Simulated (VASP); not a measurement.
Runs of VASP 6.6.1 on Co. The structure is that of space group P6_3/mmc (No. 194), or close to it. The cells are those of the table. 

| cell | gap on the mesh (eV) | pressure (GPa) | moment (μB) |
| --- | --- | --- | --- |
| a = 2.422, b = 2.422, c = 3.928 Å, angles 90.0, 90.0, 120.0°, 2 atoms | none | (b) | 3.38 |
| a = 2.446, b = 2.446, c = 3.974 Å, angles 90.0, 90.0, 120.0°, 2 atoms | none | 7.5 | 3.43 |
| a = 2.493, b = 2.493, c = 4.063 Å, angles 90.0, 90.0, 120.0°, 2 atoms | none | (a) | 3.50 |
| a = 2.470, b = 2.470, c = 4.020 Å, angles 90.0, 90.0, 120.0°, 2 atoms | none | 0.0 | (c) |

Alike in all rows: task single point; level r2SCAN; potentials or basis VASP PAW PBE potentials, release 64 (Co); spin collinear, ferromagnetic start; k mesh 21 × 21 × 10; cutoff (eV) 520; smearing gaussian 0.1 eV.

Q: Fill in the values left out.

A: (a) -6.5; (b) 16.4; (c) 3.47.

Caveats: the PAW data sets were made with another functional, which shifts forces and pressure a little.

A gap of «none» marks levels without a gap at the run's occupations.
